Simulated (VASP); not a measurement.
A run of VASP 6.6.1:

Contents of INCAR:

```
  PREC = Accurate
  ENCUT = 600
  EDIFF = 1E-6
  ISMEAR = 0
  SIGMA = 0.02
  LREAL = False
  LASPH = True
  NELM = 120
  ALGO = Normal
  ISIF = 2
  LWAVE = False
  LCHARG = False
  GGA = PE
  NBANDS = 41
  GGA_COMPAT = False
```

KPOINTS

```
Automatic mesh
0
Gamma
  12 12 2
```

The input POSCAR:

```
Be5ZnSe6
1.0
    3.7236691480      0.0000000000      0.0000000000
   -1.8618345740      3.2247920774      0.0000000000
    0.0000000000      0.0000000000     18.3308766040
Be Zn Se
5 1 6
Direct
    0.0000000000      0.0000000000      0.0092072561
    0.6666666667      0.3333333333      0.6573846962
    0.0000000000      0.0000000000      0.4955390985
    0.3333333333      0.6666666667      0.3334645980
    0.6666666667      0.3333333333      0.1714030255
    0.3333333333      0.6666666667      0.8357956244
    0.3333333333      0.6666666667      0.9697055636
    0.6666666667      0.3333333333      0.7789677788
    0.0000000000      0.0000000000      0.6177823952
    0.3333333333      0.6666666667      0.4556562641
    0.6666666667      0.3333333333      0.2935893077
    0.0000000000      0.0000000000      0.1315043920
```

Potentials or basis: VASP PAW PBE potentials, release 64 (Be, Zn, Se).

Launch:

```bash
$ cat potpaw_PBE.64/Be/POTCAR potpaw_PBE.64/Zn/POTCAR potpaw_PBE.64/Se/POTCAR > POTCAR
$ mpirun -np 1 vasp_std > vasp.out
```

Hardware: 1 thread of Oxide Virtual Turin-like Processor, on a shared host.

Q: Estimate the wall time of this run.

A: It took 11 min on 1 thread of Oxide Virtual Turin-like Processor (shared host), peak memory 0.55 GiB. Counts: scf iterations 15, k points 38.
